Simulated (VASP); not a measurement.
Wanted: the native input for a VASP 6.6.1 run.

* Task: single point
* Functional: PBE
* Potentials or basis: VASP PAW PBE potentials, release 64 (Li_sv, H)
* Cutoff: 520 eV
* k mesh: 6 × 6 × 4
* Occupations: gaussian, width 0.1 eV
* Spin: no spin polarisation
* Dipole correction: no
* Further INCAR settings: ALGO = Normal; EDIFF = 1e-06; NBANDS = 11

The structure of LiH3 lies in POSCAR:

```
LiH3
1.0
    4.1565961080      0.0000000000      0.0000000000
   -2.0782980540      3.5997178228      0.0000000000
    0.0000000000      0.0000000000      5.3888705747
Li H
1 3
Direct
    0.0000000000      0.0000000000      0.5000000000
    0.0000000000      0.0000000000      0.8136100111
    0.0000000000      0.0000000000      0.1863899889
    0.0000000000      0.0000000000      0.0000000000
```

The cell was built from a structure type or drawn by symmetry, and may not be a known phase.

These files were run (other wordings do the same):

INCAR

```
ALGO     = Normal         # electronic algorithm
EDIFF    = 1E-6           # SCF threshold, eV
ENCUT    = 520            # plane-wave cutoff, eV
GGA      = PE             # functional
ISIF     = 2              # what is computed and relaxed
ISMEAR   = 0              # smearing method
LASPH    = True           # aspherical terms in the spheres
LCHARG   = False          # write CHGCAR
LREAL    = False          # projectors in reciprocal space
LWAVE    = False          # write WAVECAR
NBANDS   = 11             # bands
NELM     = 100            # most SCF steps
PREC     = Accurate       # precision mode
SIGMA    = 0.1            # smearing width, eV
```

KPOINTS

```
k-points
0
Gamma
  6 6 4
```

Potentials or basis: VASP PAW PBE potentials, release 64 (Li_sv, H).

Command:

```sh
$ cat potpaw_PBE.64/Li_sv/POTCAR potpaw_PBE.64/H/POTCAR > POTCAR
$ mpirun -np 1 vasp_std > vasp.out
```

Results of the run:

The largest force is 0.032 eV/Å and the band gap on the k mesh is 2.41 eV (least direct gap 2.92 eV).

Wall time 6.7 s on 1 thread of Intel(R) Xeon(R) 6975P-C (Granite Rapids), on a shared host, peak memory 0.18 GiB.
